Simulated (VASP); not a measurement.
# AlIn2As2P (P4/mmm) in VASP: further runs

AlIn2As2P is run at these levels: PBE; tasks: relaxation of cell and atoms, single point.

Program: VASP 6.6.1. These are calculated values, not measurements. Logs are shortened: lines on timing, memory, paths and dates and some standing lists are left out, and cuts for length are marked.

### 1 The cell of the first run

The structure is tetragonal, space group P4/mmm (No. 123). Conventional cell: a = 4.441 Å, b = 4.441 Å, c = 5.862 Å, α = 90.00°, β = 90.00°, γ = 90.00°. Within 3.9 Å of Al (site symmetry 4/mmm) lie 2 P at 2.93 Å and 8 As at 3.41 Å and 8 In at 3.68 Å. Within 2.9 Å of In (site symmetry mmm) lie 2 P at 2.22 Å and 4 As at 2.73 Å. Within 2.9 Å of P (site symmetry 4/mmm) lie 4 In at 2.22 Å. Within 3.5 Å of As (site symmetry 4mm) lie 2 As at 2.68 to 3.18 Å and 4 In at 2.73 Å and 4 Al at 3.41 Å.

### 2 Relaxation of cell and atoms, PBE

Contents of INCAR:

```
PREC     = Accurate       # precision mode
ENCUT    = 600            # plane-wave cutoff, eV
EDIFF    = 1E-6           # SCF threshold, eV
ISMEAR   = 0              # smearing method
SIGMA    = 0.1            # smearing width, eV
LREAL    = False          # projectors in reciprocal space
LASPH    = True           # aspherical terms in the spheres
NELM     = 60             # most SCF steps
ALGO     = Normal         # electronic algorithm
ISIF     = 3              # what is computed and relaxed
LWAVE    = False          # write WAVECAR
LCHARG   = False          # write CHGCAR
GGA      = PE             # functional
IBRION   = 2              # ionic algorithm
NSW      = 90             # ionic steps
EDIFFG   = -0.04          # ionic threshold
```

Contents of KPOINTS:

```
Automatic mesh
0
Gamma
  4 4 4
```

Contents of POSCAR:

```
AlIn2As2P
1.0
    4.4405231200      0.0000000000      0.0000000000
    0.0000000000      4.4405231200      0.0000000000
    0.0000000000      0.0000000000      5.8623072100
Al In P As
1 2 1 2
Direct
    0.0000000000      0.0000000000      0.0000000000
    0.0000000000      0.5000000000      0.5000000000
    0.5000000000      0.0000000000      0.5000000000
    0.0000000000      0.0000000000      0.5000000000
    0.5000000000      0.5000000000      0.7713990200
    0.5000000000      0.5000000000      0.2286009800
```

Potentials or basis: VASP PAW PBE potentials, release 64 (Al, In_d, P, As).

Command:

```console
$ cat potpaw_PBE.64/Al/POTCAR potpaw_PBE.64/In_d/POTCAR potpaw_PBE.64/P/POTCAR potpaw_PBE.64/As/POTCAR > POTCAR
$ mpirun -np 1 vasp_std > vasp.out
```

OUTCAR:

```text
PREC = Accurate
   ENCUT = 600
   EDIFF = 1E-6
   ISMEAR = 0
   LREAL = False
   LASPH = True
   NELM = 60
   ISIF = 3
   GGA = PE
   IBRION = 2
   NSW = 90
   EDIFFG = -0.04

 ion  position               nearest neighbor table
   1  0.000  0.000  0.000-   4 2.93   4 2.93   2 3.68   2 3.68   3 3.68   3 3.68   2 3.68   2 3.68
                             3 3.68   3 3.68
   2  0.000  0.500  0.500-   4 2.22   4 2.22   6 2.73   5 2.73   5 2.73   6 2.73   3 3.14   3 3.14
                             3 3.14   3 3.14   1 3.68   1 3.68   1 3.68   1 3.68
   3  0.500  0.000  0.500-   4 2.22   4 2.22   6 2.73   5 2.73   6 2.73   5 2.73   2 3.14   2 3.14
                             2 3.14   2 3.14   1 3.68   1 3.68   1 3.68   1 3.68
   4  0.000  0.000  0.500-   2 2.22   3 2.22   2 2.22   3 2.22   1 2.93   1 2.93
   5  0.500  0.500  0.771-   6 2.68   3 2.73   2 2.73   3 2.73   2 2.73
   6  0.500  0.500  0.229-   5 2.68   3 2.73   2 2.73   3 2.73   2 2.73

  LATTYP: Found a simple tetragonal cell.
 ALAT       =     4.4405231200
 C/A-ratio  =     1.3201839179

  Lattice vectors:

 A1 = (   4.4405231200,   0.0000000000,   0.0000000000)
 A2 = (   0.0000000000,   4.4405231200,   0.0000000000)
 A3 = (   0.0000000000,   0.0000000000,   5.8623072100)

Analysis of symmetry for initial positions (statically):
=====================================================================
 Subroutine PRICEL returns:
 Original cell was already a primitive cell.

 Routine SETGRP: Setting up the symmetry group for a
 simple tetragonal supercell.

 Subroutine GETGRP returns: Found 16 space group operations
 (whereof 16 operations were pure point group operations)
 out of a pool of 16 trial point group operations.

The static configuration has the point symmetry D_4h.

Analysis of symmetry for dynamics (positions and initial velocities):
=====================================================================
 Subroutine PRICEL returns:
 Original cell was already a primitive cell.

 Routine SETGRP: Setting up the symmetry group for a
 simple tetragonal supercell.

 Subroutine GETGRP returns: Found 16 space group operations
 (whereof 16 operations were pure point group operations)
 out of a pool of 16 trial point group operations.

The dynamic configuration has the point symmetry D_4h.

 Subroutine INISYM returns: Found 16 space group operations
 (whereof 16 operations are pure point group operations),
 and found     1 'primitive' translations

----------------------------------------------------------------------------------------

                                     Primitive cell

  volume of cell :     115.5944

  direct lattice vectors                    reciprocal lattice vectors
     4.440523120  0.000000000  0.000000000     0.225198692  0.000000000  0.000000000
     0.000000000  4.440523120  0.000000000     0.000000000  0.225198692  0.000000000
     0.000000000  0.000000000  5.862307210     0.000000000  0.000000000  0.170581303

  length of vectors
     4.440523120  4.440523120  5.862307210     0.225198692  0.225198692  0.170581303

  position of ions in fractional coordinates (direct lattice)
     0.000000000  0.000000000  0.000000000
     0.000000000  0.500000000  0.500000000
     0.500000000  0.000000000  0.500000000
     0.000000000  0.000000000  0.500000000
     0.500000000  0.500000000  0.771399020
     0.500000000  0.500000000  0.228600980

  ion indices of the primitive-cell ions
   primitive index   ion index
                 1           1
                 2           2
                 3           3
                 4           4
                 5           5
                 6           6

----------------------------------------------------------------------------------------

 KPOINTS: Automatic mesh

Automatic generation of k-mesh.
 Grid dimensions read from file:
 generate k-points for:    4    4    4

 Generating k-lattice:

  Cartesian coordinates                     Fractional coordinates (reciprocal lattice)
     0.056299673  0.000000000  0.000000000     0.250000000  0.000000000  0.000000000
     0.000000000  0.056299673  0.000000000     0.000000000  0.250000000  0.000000000
     0.000000000  0.000000000  0.042645326     0.000000000  0.000000000  0.250000000

  Length of vectors
     0.056299673  0.056299673  0.042645326

  Shift w.r.t. Gamma in fractional coordinates (k-lattice)
     0.000000000  0.000000000  0.000000000

 Subroutine IBZKPT returns following result:
 ===========================================

 Found     18 irreducible k-points:

 Following reciprocal coordinates:
            Coordinates               Weight
  0.000000  0.000000  0.000000      1.000000
  0.250000  0.000000  0.000000      4.000000
  0.500000  0.000000  0.000000      2.000000
  0.250000  0.250000  0.000000      4.000000
  0.500000  0.250000  0.000000      4.000000
  0.500000  0.500000  0.000000      1.000000
[... 10 lines left out ...]
  0.500000  0.250000  0.500000      4.000000
  0.500000  0.500000  0.500000      1.000000
   k-points           NKPTS =     18   k-points in BZ     NKDIM =     18   number of bands    NBANDS=     26
   number of dos      NEDOS =    301   number of ions     NIONS =      6
   total plane-waves  NPLWV =  62208
   dimension x,y,z NGX =    36 NGY =   36 NGZ =   48
   dimension x,y,z NGXF=    72 NGYF=   72 NGZF=   96
   ions per type =               1   2   1   2
   NGX,Y,Z   is equivalent  to a cutoff of  13.48, 13.48, 13.61 a.u.
   NGXF,Y,Z  is equivalent  to a cutoff of  26.96, 26.96, 27.22 a.u.
 SYSTEM =  unknown system
   PREC   = accura    normal or accurate (medium, high low for compatibility)
   ISTART =      0    job   : 0-new  1-cont  2-samecut
   ICHARG =      2    charge: 1-file 2-atom 10-const
   ISPIN  =      1    spin polarized calculation?
   LNONCOLLINEAR =      F non collinear calculations
   LSORBIT =      F    spin-orbit coupling
   LASPH  =      T    aspherical Exc in radial PAW
   ENCUT  =  600.0 eV  44.10 Ry    6.64 a.u.   8.87  8.87 11.71*2*pi/ulx,y,z
   NELM   =     60;   NELMIN=  2; NELMDL= -5     # of ELM steps
   EDIFF  = 0.1E-05   stopping-criterion for ELM
   LREAL  =      F    real-space projection
   EDIFFG = -.4E-01   stopping-criterion for IOM
   NSW    =     90    number of steps for IOM
   IBRION =      2    ionic relax: 0-MD 1-quasi-New 2-CG
   NFREE  =      1    steps in history (QN), initial steepest desc. (CG)
   ISIF   =      3    stress and relaxation
   ISYM   =      2    0-nonsym 1-usesym 2-fastsym
   POTIM  = 0.5000    time-step for ionic-motion
   TEBEG  =    0.0;   TEEND  =   0.0 temperature during run
   PSTRESS=    0.0 pullay stress
   NELECT =      44.0000    total number of electrons
   NUPDOWN=      -1.0000    fix difference up-down
   EMIN   =  10.00;   EMAX   =-10.00  energy-range for DOS
   EFERMI =   0.00;   METHOD = LEGACY
   ISMEAR =     0;   SIGMA  =   0.10  broadening in eV -4-tet -1-fermi 0-gaus
   EFERMI_NEDOS =   21; number of points for ismear=-14 and -15
   IALGO  =     38    algorithm
   IMIX   =      4    mixing-type and parameters
     AMIX     =   0.40;   BMIX     =  1.00
     AMIX_MAG =   1.60;   BMIX_MAG =  1.00
  volume/ion in A,a.u.               =      19.27       130.01
  Fermi-wavevector in a.u.,A,eV,Ry     =   1.186443  2.242052 19.152191  1.407646
  Thomas-Fermi vector in A             =   2.322615
   LORBIT       =      0    0 simple, 1 ext, 2 COOP (PROOUT), +10 PAW based schemes
   GGA     = PE    functional components
   LHFCALC =     F    Hartree Fock is set to
   AEXX    =    0.0000 exact exchange contribution
   IVDW    =     0    specifies the selected vdW correction
   LEPSILON=     F    determine dielectric tensor
   LRPA    =     F    only Hartree local field effects (RPA)
 conjugate gradient relaxation of ions
 non-spin polarized calculation
 Gauss-broadening in eV      SIGMA  =   0.10
  energy-cutoff  :      600.00
  volume of cell :      115.59
 maximum number of plane-waves:      3888
 NGX is ok and might be reduce to    36
   NGX = 17   NGY = 17   NGZ = 23

--------------------------------------- Ionic step        1  -------------------------------------------

 number of electron      43.9999992 magnetization

 Free energy of the ion-electron system (eV)
  ---------------------------------------------------
  ext. energy  EPLUGINS =         0.00000000
  ---------------------------------------------------
  free energy    TOTEN  =       -17.31668250 eV

  energy without entropy =      -17.29636267  energy(sigma->0) =      -17.30652259

 E-fermi :   7.7717     XC(G=0): -10.5666

 val. band max:        7.7056420583   @ k =   0.0000   0.0000   0.0000
 cond. band min:       7.7741387908   @ k =   0.2500   0.0000   0.2500
 fundamental gap:      0.0684967325
 Fermi energy:         7.7717345216

 k-point     1 :       0.0000    0.0000    0.0000
  band No.  band energies     occupation
      1      -9.0258      2.00000
      2      -7.7207      2.00000
      3      -7.5286      2.00000
      4      -7.3765      2.00000
      5      -7.2955      2.00000
      6      -7.2955      2.00000
[... 624 lines left out ...]
  FREE ENERGIE OF THE ION-ELECTRON SYSTEM (eV)
  ---------------------------------------------------
  free  energy   TOTEN  =       -21.6301244827 eV

  energy  without entropy=      -21.6162282617  energy(sigma->0) =      -21.62317637

 E-fermi :   4.4889     XC(G=0):  -9.1629

 val. band max:        4.4872867251   @ k =   0.0000   0.0000   0.2500
 cond. band min:       4.4901534235   @ k =   0.2500   0.2500   0.5000
 fundamental gap:      0.0028666984
 Fermi energy:         4.4888928349

 k-point     1 :       0.0000    0.0000    0.0000
  band No.  band energies     occupation
      1     -10.2851      2.00000
      2      -9.9190      2.00000
      3      -9.8970      2.00000
      4      -9.8491      2.00000
      5      -9.8491      2.00000
      6      -9.8413      2.00000
[... 511 lines left out ...]
     25       7.3681      0.00000
     26       7.3681      0.00000

[... ionic steps 4 to 7 ...]

--------------------------------------- Ionic step        8  -------------------------------------------

 number of electron      43.9999974 magnetization

------------------------ aborting loop because EDIFF is reached ----------------------------------------

  FORCE on cell =-STRESS in cart. coord.  units (eV):
  Direction    XX          YY          ZZ          XY          YZ          ZX
  --------------------------------------------------------------------------------------
  -------------------------------------------------------------------------------------
  Total        0.0426204      0.0426204     -0.2889475      0.0000000      0.0000000      0.0000000
  in kB        0.4547122      0.4547122     -3.0827509      0.0000000      0.0000000      0.0000000
  external PRESSURE =      -0.7244421 kB  Pullay stress =       0.0000000 kB
[... 65 lines left out ...]
  energy  without entropy=      -22.1228253044  energy(sigma->0) =      -22.12759521

--------------------------------------- Ionic step       10  -------------------------------------------

 number of electron      43.9999975 magnetization

 Free energy of the ion-electron system (eV)
  ---------------------------------------------------
  ext. energy  EPLUGINS =         0.00000000
  ---------------------------------------------------
  free energy    TOTEN  =       -22.13270411 eV

  energy without entropy =      -22.12356552  energy(sigma->0) =      -22.12813482

 E-fermi :   5.0641     XC(G=0):  -9.4325

 val. band max:        4.9931683445   @ k =   0.5000   0.0000   0.0000
 cond. band min:       5.1420081884   @ k =   0.5000   0.5000   0.2500
 fundamental gap:      0.1488398440
 Fermi energy:         5.0640593233

 k-point     1 :       0.0000    0.0000    0.0000
  band No.  band energies     occupation
      1      -9.6148      2.00000
      2      -9.3052      2.00000
      3      -9.2764      2.00000
      4      -9.2300      2.00000
      5      -9.2300      2.00000
      6      -9.2160      2.00000
[... 544 lines left out ...]
  FREE ENERGIE OF THE ION-ELECTRON SYSTEM (eV)
  ---------------------------------------------------
  free  energy   TOTEN  =       -22.1327041124 eV

  energy  without entropy=      -22.1235655200  energy(sigma->0) =      -22.12813482

 reached required accuracy - stopping structural energy minimisation
```

Run time: 3.7 min. Hardware: 1 thread of Intel Xeon 6975P-C (Granite Rapids), shared host; peak memory 0.29 GiB.

Results:

| Property | Result |
| --- | --- |
| Free energy | -22.1327 eV |
| Relaxed volume | 24.98 Å³/atom |
| Relaxed cell | a = 5.275 Å, b = 5.275 Å, c = 5.387 Å, α = 90.00°, β = 90.00°, γ = 90.00° |
| Space group after relaxing (to 0.05 Å) | P4/mmm (No. 123) |
| Energy gained by relaxing | 802.7 meV/atom |
| Ionic steps | 10 |
| Pressure after relaxing | 0.1 GPa |
| Largest force after relaxing | 0.013 eV/Å |
| Band gap on the k mesh | zero (band 22 reaches 6.21 eV, above the bottom of band 23 at 4.15 eV) |

Forces on the atoms (eV/Å):
```
Al   0.000  0.000  0.000
In   0.000  0.000  0.000
In   0.000  0.000  0.000
P    0.000  0.000  0.000
As   0.000  0.000 -0.013
As   0.000  0.000  0.013
```

Step by step:
```csv
step,energy change (eV),largest force (eV/Å),pressure (GPa),volume (Å³)
1,0.0000,2.2220,31.69,115.59
2,-3.7270,0.2943,-6.57,189.11
3,-4.3134,0.2554,-2.23,157.87
4,-4.3157,0.2707,-2.81,160.35
5,-4.7399,0.3767,-0.94,153.37
6,-4.7752,0.8204,-0.09,151.21
7,-4.8145,0.0995,-0.10,150.35
8,-4.8157,0.0465,-0.07,150.17
9,-4.8157,0.0296,-0.08,150.19
10,-4.8160,0.0130,0.05,149.90
```

Final structure:
```
Al In P As
1.0
     5.27510    0.00000    0.00000
     0.00000    5.27510    0.00000
     0.00000    0.00000    5.38703
Al In P As
1 2 1 2
Direct
  0.00000 0.00000 0.00000
  0.00000 0.50000 0.50000
  0.50000 0.00000 0.50000
  0.00000 0.00000 0.50000
  0.50000 0.50000 0.77878
  0.50000 0.50000 0.22122
```

Levels at points of the mesh, in eV from the Fermi level:
```csv
k point,band 18,band 19,band 20,band 21,band 22,band 23,band 24,band 25,band 26
"(0.00, 0.00, 0.00)",-3.37,-2.80,-1.88,-1.88,-0.43,0.61,0.61,2.35,2.35
"(0.50, 0.00, 0.00)",-3.59,-3.22,-2.86,-0.07,0.76,0.89,1.71,1.93,2.28
"(0.50, 0.50, 0.00)",-2.78,-1.14,-1.14,-1.08,-1.08,1.84,1.84,3.21,3.38
"(0.00, 0.00, 0.50)",-1.96,-1.96,-1.36,-1.01,-0.92,-0.92,1.21,1.29,1.82
"(0.50, 0.00, 0.50)",-2.16,-1.91,-1.67,-1.09,-0.22,1.14,1.37,1.61,2.10
"(0.50, 0.50, 0.50)",-3.40,-0.58,0.49,0.49,0.73,1.63,2.45,2.45,3.11
```

Caveat: the volume moved by over 15 % at a fixed basis, so the end points are rough; spin-orbit coupling is left out, which moves the levels of the heavy elements.

### 3 Single point, PBE

This run uses another cell than the first one, of 24.75 Å³/atom, 1.285 times its volume.

Contents of INCAR:

```
SYSTEM = AlIn2As2P
ALGO = Normal ; EDIFF = 1E-7
ENCUT = 520 ; GGA = PE
ISIF = 2 ; ISMEAR = 0
LASPH = .True. ; LCHARG = .False.
LREAL = .False. ; LWAVE = .False.
NBANDS = 31 ; NELM = 80
PREC = Accurate ; SIGMA = 0.1
```

Contents of KPOINTS:

```
k-points
0
Gamma
  8 8 8
  0 0 0
```

Contents of POSCAR:

```
AlIn2As2P
1.0
    5.2927376077      0.0000000000      0.0000000000
    0.0000000000      5.2927376077      0.0000000000
    0.0000000000      0.0000000000      5.3012036955
Al In P As
1 2 1 2
Direct
    0.0000000000      0.0000000000      0.0000000000
    0.0000000000      0.5000000000      0.5000000000
    0.5000000000      0.0000000000      0.5000000000
    0.0000000000      0.0000000000      0.5000000000
    0.5000000000      0.5000000000      0.7736343618
    0.5000000000      0.5000000000      0.2263656382
```

Potentials or basis: VASP PAW PBE potentials, release 64 (Al, In_d, P, As).

Command:

```console
$ cat potpaw_PBE.64/Al/POTCAR potpaw_PBE.64/In_d/POTCAR potpaw_PBE.64/P/POTCAR potpaw_PBE.64/As/POTCAR > POTCAR
$ mpirun -np 1 vasp_std > vasp.out
```

Wall time 2.4 min (1 thread of Intel Xeon 6975P-C (Granite Rapids), shared host); peak memory 0.47 GiB.

Results (log left out):

```
Free energy            : -22.0561 eV
Pressure               : 0.0 GPa
Largest force          : 0.044 eV/Å
Band gap on the k mesh : zero (band 22 reaches 6.34 eV, above the bottom of band 23 at 4.51 eV)
```

Forces in eV/Å, atoms in the order of the input:
```
Al   0.000  0.000  0.000
In   0.000  0.000  0.000
In   0.000  0.000  0.000
P    0.000  0.000  0.000
As   0.000  0.000 -0.044
As   0.000  0.000  0.044
```

Stress tensor (GPa, compression positive):
```
-0.01  0.00  0.00
 0.00 -0.01  0.00
 0.00  0.00  0.08
```

Levels at points of the mesh, in eV from the Fermi level:
```tsv
k point	band 18	band 19	band 20	band 21	band 22	band 23	band 24	band 25	band 26	band 27
(0.00, 0.00, 0.00)	-3.68	-3.05	-2.14	-2.14	-0.86	0.51	0.51	2.09	2.09	2.74
(0.50, 0.00, 0.00)	-3.93	-3.49	-3.13	-0.26	0.67	0.74	1.46	1.71	1.96	2.23
(0.50, 0.50, 0.00)	-3.05	-1.28	-1.28	-1.22	-1.22	1.50	1.50	2.84	2.97	3.43
(0.00, 0.00, 0.50)	-2.08	-2.08	-1.58	-1.25	-1.25	-0.86	0.93	1.07	1.54	2.04
(0.50, 0.00, 0.50)	-2.48	-2.13	-1.76	-1.16	-0.30	0.79	1.22	1.47	1.89	1.93
(0.50, 0.50, 0.50)	-3.57	-0.42	0.18	0.18	0.69	1.45	2.15	2.15	2.87	3.34
```

Caveat: spin-orbit coupling is left out, which moves the levels of the heavy elements.
